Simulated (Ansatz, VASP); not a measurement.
Si16Ge in VASP and in Ansatz

```
Si Ge
1.0
     0.00000    5.43000    5.43000
     5.43000    0.00000    5.43000
     5.43000    5.43000    0.00000
Si Ge
16 1
Direct
  0.98965 0.00334 0.00364
  0.12069 0.12918 0.12971
  0.00068 0.99788 0.50097
  0.12071 0.12908 0.62104
  0.00079 0.50046 0.99819
  0.12068 0.62030 0.12973
  0.00070 0.50038 0.50099
  0.12504 0.62483 0.62523
  0.50363 0.00357 0.00376
  0.62522 0.12422 0.12602
  0.50332 0.00313 0.49037
  0.62941 0.12913 0.62102
  0.50372 0.48876 0.00383
  0.62953 0.62029 0.12978
  0.49804 0.50041 0.50103
  0.62943 0.62031 0.62101
  0.37534 0.87392 0.87633
```

Alike in both runs: functional LDA; k mesh 2 × 2 × 2; occupations fermi-dirac, width 0.05 eV; no spin polarisation.

Ansatz relaxed the structure, and its values are those at the end. VASP's run is a single point on that final structure, the one shown.

|  | VASP | Ansatz |
| --- | --- | --- |
| version | VASP 6.6.1 | Ansatz 0.2.0 |
| potentials or method | VASP PAW LDA potentials, release 64 (Si, Ge_d), cutoff 520 eV | scalar-relativistic, plane waves, PAW |
| valence electrons in the cell | 78 | 78 |

|  | VASP | Ansatz | Ansatz less VASP |
| --- | --- | --- | --- |
| rms of the force components (eV/Å) | 0.006 | 0.006 | -0.0005 |

Ansatz warns that its potentials were made for another functional, while VASP's fit it. LDA's correlation is that of Perdew and Zunger in VASP and of Perdew and Wang (1992) in Ansatz.

The k mesh is coarse, so the values compare programs but aren't converged.
